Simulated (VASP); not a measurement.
# MgS (P6_3mc) in VASP: further runs, part 2 of 2

VASP 6.6.1. The steps go on from the part before.

## 5. Single point, PBEsol

This run uses another cell than the first one, of 22.67 Å³/atom, 1.064 times its volume.

INCAR

```
PREC = Accurate ; ENCUT = 520
EDIFF = 1E-6 ; ISMEAR = 1
SIGMA = 0.01 ; LREAL = F
LASPH = T ; NELM = 60
ALGO = Normal ; ISIF = 2
LWAVE = F ; LCHARG = T
GGA = PS ; LELF = T
LVHAR = T ; NBANDS = 16
```

KPOINTS

```
Automatic mesh
0
Gamma
  5 5 3
```

POSCAR

```
MgS
1.0
    4.0346200000      0.0000000000      0.0000000000
   -2.0173100000      3.4940900000      0.0000000000
    0.0000000000      0.0000000000      6.4322900000
Mg S
2 2
Direct
    0.6666666667      0.3333333333      0.4957500000
    0.3333333333      0.6666666667      0.9957500000
    0.3333333333      0.6666666667      0.3792400000
    0.6666666667      0.3333333333      0.8792400000
```

Potentials or basis: VASP PAW PBE potentials, release 64 (Mg, S).

Command:

```bash
$ cat potpaw_PBE.64/Mg/POTCAR potpaw_PBE.64/S/POTCAR > POTCAR
$ mpirun -np 1 vasp_std > vasp.out
```

OUTCAR:

```text
PREC = Accurate
   ENCUT = 520
   EDIFF = 1E-6
   ISMEAR = 1
   LREAL = F
   LASPH = T
   NELM = 60
   ISIF = 2
   GGA = PS

 ion  position               nearest neighbor table
   1  0.667  0.333  0.496-   3 2.45   3 2.45   3 2.45   4 2.47
   2  0.333  0.667  0.996-   4 2.45   4 2.45   4 2.45   3 2.47
   3  0.333  0.667  0.379-   1 2.45   1 2.45   1 2.45   2 2.47
   4  0.667  0.333  0.879-   2 2.45   2 2.45   2 2.45   1 2.47

  LATTYP: Found a hexagonal cell.
 ALAT       =     4.0346200000
 C/A-ratio  =     1.5942740580

  Lattice vectors:

 A1 = (   4.0346200000,   0.0000000000,   0.0000000000)
 A2 = (  -2.0173100000,   3.4940900000,   0.0000000000)
 A3 = (   0.0000000000,   0.0000000000,   6.4322900000)

Analysis of symmetry for initial positions (statically):
=====================================================================
 Subroutine PRICEL returns:
 Original cell was already a primitive cell.

 Routine SETGRP: Setting up the symmetry group for a
 hexagonal supercell.

 Subroutine GETGRP returns: Found 12 space group operations
 (whereof  6 operations were pure point group operations)
 out of a pool of 24 trial point group operations.

The static configuration has the point symmetry C_3v.
 The point group associated with its full space group is C_6v.

Analysis of symmetry for dynamics (positions and initial velocities):
=====================================================================
 Subroutine PRICEL returns:
 Original cell was already a primitive cell.

 Routine SETGRP: Setting up the symmetry group for a
 hexagonal supercell.

 Subroutine GETGRP returns: Found 12 space group operations
 (whereof  6 operations were pure point group operations)
 out of a pool of 24 trial point group operations.

The dynamic configuration has the point symmetry C_3v.
 The point group associated with its full space group is C_6v.

 Subroutine INISYM returns: Found 12 space group operations
 (whereof  6 operations are pure point group operations),
 and found     1 'primitive' translations

----------------------------------------------------------------------------------------

                                     Primitive cell

  volume of cell :      90.6781

  direct lattice vectors                    reciprocal lattice vectors
     4.034620000  0.000000000  0.000000000     0.247854817  0.143098775  0.000000000
    -2.017310000  3.494090000  0.000000000     0.000000000  0.286197551  0.000000000
     0.000000000  0.000000000  6.432290000     0.000000000  0.000000000  0.155465627

  length of vectors
     4.034620000  4.034625703  6.432290000     0.286197955  0.286197551  0.155465627

  position of ions in fractional coordinates (direct lattice)
     0.666666667  0.333333333  0.495750000
     0.333333333  0.666666667  0.995750000
     0.333333333  0.666666667  0.379240000
     0.666666667  0.333333333  0.879240000

  ion indices of the primitive-cell ions
   primitive index   ion index
                 1           1
[... 24 lines left out ...]

 Subroutine IBZKPT returns following result:
 ===========================================

 Found     10 irreducible k-points:

 Following reciprocal coordinates:
            Coordinates               Weight
  0.000000  0.000000  0.000000      1.000000
  0.200000 -0.000000  0.000000      6.000000
  0.400000  0.000000  0.000000      6.000000
  0.200000  0.200000  0.000000      6.000000
  0.400000  0.200000  0.000000      6.000000
  0.000000  0.000000  0.333333      2.000000
  0.200000 -0.000000  0.333333     12.000000
  0.400000  0.000000  0.333333     12.000000
  0.200000  0.200000  0.333333     12.000000
  0.400000  0.200000  0.333333     12.000000
   k-points           NKPTS =     10   k-points in BZ     NKDIM =     10   number of bands    NBANDS=     16
   number of dos      NEDOS =    301   number of ions     NIONS =      4
   total plane-waves  NPLWV =  43200
   dimension x,y,z NGX =    30 NGY =   30 NGZ =   48
   dimension x,y,z NGXF=    60 NGYF=   60 NGZF=   96
   ions per type =               2   2
   NGX,Y,Z   is equivalent  to a cutoff of  12.36, 12.36, 12.41 a.u.
   NGXF,Y,Z  is equivalent  to a cutoff of  24.72, 24.72, 24.81 a.u.
 SYSTEM =  unknown system
   PREC   = accura    normal or accurate (medium, high low for compatibility)
   ISTART =      0    job   : 0-new  1-cont  2-samecut
   ICHARG =      2    charge: 1-file 2-atom 10-const
   ISPIN  =      1    spin polarized calculation?
   LNONCOLLINEAR =      F non collinear calculations
   LSORBIT =      F    spin-orbit coupling
   LASPH  =      T    aspherical Exc in radial PAW
   ENCUT  =  520.0 eV  38.22 Ry    6.18 a.u.   7.50  7.50 11.96*2*pi/ulx,y,z
   NELM   =     60;   NELMIN=  2; NELMDL= -5     # of ELM steps
   EDIFF  = 0.1E-05   stopping-criterion for ELM
   LREAL  =      F    real-space projection
   EDIFFG = 0.1E-04   stopping-criterion for IOM
   NSW    =      0    number of steps for IOM
   IBRION =     -1    ionic relax: 0-MD 1-quasi-New 2-CG
   NFREE  =      0    steps in history (QN), initial steepest desc. (CG)
   ISIF   =      2    stress and relaxation
   ISYM   =      2    0-nonsym 1-usesym 2-fastsym
   POTIM  = 0.5000    time-step for ionic-motion
   TEBEG  =    0.0;   TEEND  =   0.0 temperature during run
   PSTRESS=    0.0 pullay stress
   NELECT =      16.0000    total number of electrons
   NUPDOWN=      -1.0000    fix difference up-down
   EMIN   =  10.00;   EMAX   =-10.00  energy-range for DOS
   EFERMI =   0.00;   METHOD = LEGACY
   ISMEAR =     1;   SIGMA  =   0.01  broadening in eV -4-tet -1-fermi 0-gaus
   EFERMI_NEDOS =   21; number of points for ismear=-14 and -15
   IALGO  =     38    algorithm
   IMIX   =      4    mixing-type and parameters
     AMIX     =   0.40;   BMIX     =  1.00
     AMIX_MAG =   1.60;   BMIX_MAG =  1.00
  volume/ion in A,a.u.               =      22.67       152.98
  Fermi-wavevector in a.u.,A,eV,Ry     =   0.918221  1.735187 11.471486  0.843130
  Thomas-Fermi vector in A             =   2.043279
   LORBIT       =      0    0 simple, 1 ext, 2 COOP (PROOUT), +10 PAW based schemes
   GGA     = PS    functional components
   LHFCALC =     F    Hartree Fock is set to
   AEXX    =    0.0000 exact exchange contribution
   IVDW    =     0    specifies the selected vdW correction
   LEPSILON=     F    determine dielectric tensor
   LRPA    =     F    only Hartree local field effects (RPA)
 non-spin polarized calculation
 Methfessel and Paxton  Order N= 1 SIGMA  =   0.01
  energy-cutoff  :      520.00
  volume of cell :       90.68
 maximum number of plane-waves:      2460
 NGX is ok and might be reduce to    30
   NGX = 15   NGY = 15   NGZ = 23

 number of electron      16.0000004 magnetization

 Free energy of the ion-electron system (eV)
  ---------------------------------------------------
  ext. energy  EPLUGINS =         0.00000000
  ---------------------------------------------------
  free energy    TOTEN  =       -17.86852090 eV

  energy without entropy =      -17.86852090  energy(sigma->0) =      -17.86852090

 E-fermi :   1.1947     XC(G=0):  -8.5695

 val. band max:        1.1389898962   @ k =   0.0000   0.0000   0.0000
 cond. band min:       4.4078686383   @ k =   0.0000   0.0000   0.0000
 fundamental gap:      3.2688787420
 Fermi energy:         1.1946835549

 k-point     1 :       0.0000    0.0000    0.0000
  band No.  band energies     occupation
      1     -10.2747      2.00000
      2      -9.5318      2.00000
      3      -2.1392      2.00000
      4       0.5515      2.00000
      5       0.5515      2.00000
      6       0.9761      2.00000
[... 167 lines left out ...]
      3      -1.8622      2.00000
      4      -1.6693      2.00000
      5      -0.7695      2.00000
      6      -0.2866      2.00000
[... 8 lines left out ...]
     15      10.5084      0.00000
     16      11.1673      0.00000

------------------------ aborting loop because EDIFF is reached ----------------------------------------

  FORCE on cell =-STRESS in cart. coord.  units (eV):
  Direction    XX          YY          ZZ          XY          YZ          ZX
  --------------------------------------------------------------------------------------
  -------------------------------------------------------------------------------------
  Total       -0.1585584     -0.1585590     -0.3580218      0.0000000      0.0000000      0.0000000
  in kB       -2.8015443     -2.8015549     -6.3258328      0.0000000      0.0000000      0.0000000
  external PRESSURE =      -3.9763107 kB  Pullay stress =       0.0000000 kB

 VOLUME and BASIS-vectors are now :
 -----------------------------------------------------------------------------
  energy-cutoff  :      520.00
  volume of cell :       90.68
      direct lattice vectors                 reciprocal lattice vectors
     4.034620000  0.000000000  0.000000000     0.247854817  0.143098775  0.000000000
    -2.017310000  3.494090000  0.000000000     0.000000000  0.286197551  0.000000000
     0.000000000  0.000000000  6.432290000     0.000000000  0.000000000  0.155465627

 POSITION                                       TOTAL-FORCE (eV/Angst)
 -----------------------------------------------------------------------------------
      2.01731      1.16470      3.18881        -0.000000      0.000000      0.044730
     -0.00000      2.32939      6.40495        -0.000000     -0.000000      0.044730
     -0.00000      2.32939      2.43938        -0.000000      0.000000     -0.044730
      2.01731      1.16470      5.65553         0.000000     -0.000000     -0.044730
 -----------------------------------------------------------------------------------
    total drift:                               -0.000000      0.000000     -0.000033

  FREE ENERGIE OF THE ION-ELECTRON SYSTEM (eV)
  ---------------------------------------------------
  free  energy   TOTEN  =       -17.8685209047 eV

  energy  without entropy=      -17.8685209047  energy(sigma->0) =      -17.86852090
```

stdout:

```text
POSCAR found type information on POSCAR MgS
 POSCAR found :  2 types and       4 ions
 scaLAPACK will be used
 -----------------------------------------------------------------------------
|                                                                             |
|                                                                             |
|     You enforced a specific xc type in the INCAR file but a different       |
|     I HOPE YOU KNOW WHAT YOU ARE DOING!                                     |
|                                                                             |
 -----------------------------------------------------------------------------

 LDA part: xc-table for (Slater+PW92), standard interpolation
 POSCAR, INCAR and KPOINTS ok, starting setup
 FFT: planning ... GRIDC
 FFT: planning ... GRID_SOFT
 FFT: planning ... GRID
 WAVECAR not read
 entering main loop
```

Wall time 9.6 s (1 thread of AMD EPYC 9R45 (Zen 5), shared host); peak memory 0.16 GiB.

Results:

```yaml
Free_energy: -17.8685 eV
Pressure: -0.4 GPa
Largest_force: 0.045 eV/Å
Band_gap_on_the_k_mesh: 3.27 eV, direct
```

Forces on the atoms (eV/Å):
```
Mg   0.000  0.000  0.045
Mg   0.000  0.000  0.045
S    0.000  0.000 -0.045
S    0.000  0.000 -0.045
```

Stress tensor (GPa, compression positive):
```
-0.28  0.00  0.00
 0.00 -0.28  0.00
 0.00  0.00 -0.63
```

Caveat: the PAW data sets were made with another functional, which shifts forces and pressure a little.

## 6. Single point, PBEsol

This run uses another cell than the first one, of 23.12 Å³/atom, 1.085 times its volume.

INCAR

```
PREC     = Accurate       # precision mode
ENCUT    = 520            # plane-wave cutoff, eV
EDIFF    = 1E-7           # SCF threshold, eV
ISMEAR   = 1              # smearing method
SIGMA    = 0.01           # smearing width, eV
LREAL    = False          # projectors in reciprocal space
LASPH    = True           # aspherical terms in the spheres
NELM     = 100            # most SCF steps
ALGO     = Normal         # electronic algorithm
ISIF     = 2              # what is computed and relaxed
LWAVE    = False          # write WAVECAR
LCHARG   = True           # write CHGCAR
GGA      = PS             # functional
LELF     = True           # ELF
LVHAR    = True         
NBANDS   = 16             # bands
```

KPOINTS is that of step 5.

POSCAR

```
MgS
1.0
    4.0613401164      0.0000000000      0.0000000000
   -2.0306700582      3.5172303432      0.0000000000
    0.0000000000      0.0000000000      6.4748891885
Mg S
2 2
Direct
    0.6666666667      0.3333333333      0.4957500000
    0.3333333333      0.6666666667      0.9957500000
    0.3333333333      0.6666666667      0.3792400000
    0.6666666667      0.3333333333      0.8792400000
```

Potentials or basis: VASP PAW PBE potentials, release 64 (Mg, S).

Command:

```bash
$ cat potpaw_PBE.64/Mg/POTCAR potpaw_PBE.64/S/POTCAR > POTCAR
$ mpirun -np 1 vasp_std > vasp.out
```

It took 11 s on 1 thread of AMD EPYC 9R45 (Zen 5), shared host; peak memory 0.17 GiB.

Results (log left out):

```yaml
Free_energy: -17.8581 eV
Pressure: -1.5 GPa
Largest_force: 0.047 eV/Å
Band_gap_on_the_k_mesh: 3.17 eV, direct
```

Forces on the atoms (eV/Å):
```
Mg   0.000  0.000  0.047
Mg   0.000  0.000  0.047
S    0.000  0.000 -0.047
S    0.000  0.000 -0.047
```

Stress tensor (GPa, compression positive):
```
-1.39  0.00  0.00
 0.00 -1.39  0.00
 0.00  0.00 -1.65
```

Levels at points of the mesh, in eV from the valence-band top:
```
           k point  band 4  band 5  band 6  band 7  band 8  band 9  band 10  band 11  band 12  band 13
(0.00, 0.00, 0.00)   -0.58   -0.58   -0.16   -0.16    0.00    3.17     4.49     7.34     7.34     8.09
```

Caveat: the PAW data sets were made with another functional, which shifts forces and pressure a little. Expect the measured gap to be larger: semilocal functionals such as PBEsol lack the derivative discontinuity.

## 7. Summary

| cell | gap on the mesh (eV) | pressure (GPa) | largest force (eV/Å) |
| --- | --- | --- | --- |
| a = 3.952, b = 3.952, c = 6.301 Å, angles 90.0, 90.0, 120.0°, 4 atoms | 3.57 | 3.6 | 0.04 |
| a = 3.980, b = 3.980, c = 6.345 Å, angles 90.0, 90.0, 120.0°, 4 atoms | 3.47 | 2.1 | 0.04 |
| a = 4.008, b = 4.008, c = 6.389 Å, angles 90.0, 90.0, 120.0°, 4 atoms | 3.37 | 0.8 | 0.04 |
| a = 4.035, b = 4.035, c = 6.432 Å, angles 90.0, 90.0, 120.0°, 4 atoms | 3.27 | -0.4 | 0.04 |
| a = 4.061, b = 4.061, c = 6.475 Å, angles 90.0, 90.0, 120.0°, 4 atoms | 3.17 | -1.5 | 0.05 |

Alike in all rows: task single point; level PBEsol; potentials or basis VASP PAW PBE potentials, release 64 (Mg, S); no spin polarisation; k mesh 5 × 5 × 3; cutoff (eV) 520; smearing methfessel-paxton 0.01 eV.

Caveats: the PAW data sets were made with another functional, which shifts forces and pressure a little.

Absolute energies hang on the potentials; compare differences alone.
